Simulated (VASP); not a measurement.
Runs of VASP 6.6.1 on Nb2C3. The structure is that of space group P4/mmm (No. 123), or close to it. The cells are those of the table. The cell was generated, and may not be a known phase.

```tsv
task	spin	cell	k mesh	cutoff (eV)	gap on the mesh (eV)	pressure (GPa)	relaxed volume (Å³/atom)
single point	off	a = 3.804, b = 3.804, c = 3.986 Å, 5 atoms	4 × 4 × 4	520	none	-0.3	-
single point	collinear	a = 3.804, b = 3.804, c = 3.986 Å, 5 atoms	4 × 4 × 4	520	none	-0.3	-
single point	off	a = 3.785, b = 3.785, c = 4.722 Å, 5 atoms	4 × 4 × 4	520	none	(a)	-
single point	off	a = 3.829, b = 3.829, c = 3.942 Å, 5 atoms	10 × 10 × 10	520	none	-0.2	-
relaxation of cell and atoms	off	relaxed from a = 3.804, b = 3.804, c = 3.986 Å, 5 atoms	10 × 10 × 10	600	none	0.0	11.54
relaxation of cell and atoms	off	relaxed from a = 3.785, b = 3.785, c = 4.722 Å, 5 atoms	4 × 4 × 4	600	none	0.0	11.51
```

Alike in all rows: level PBE; potentials or basis VASP PAW PBE potentials, release 64 (Nb_sv, C); smearing gaussian 0.1 eV.

Estimate the missing entries.

(a) -18.7.

Caveats: some runs use coarse meshes; a cell axis changed by over 15 % at a fixed basis, so the end point is rough (at least some runs).

A k mesh can miss the band edges, and the runs leave out spin-orbit coupling on Nb.

A gap of «none» marks levels without a gap at the run's occupations.
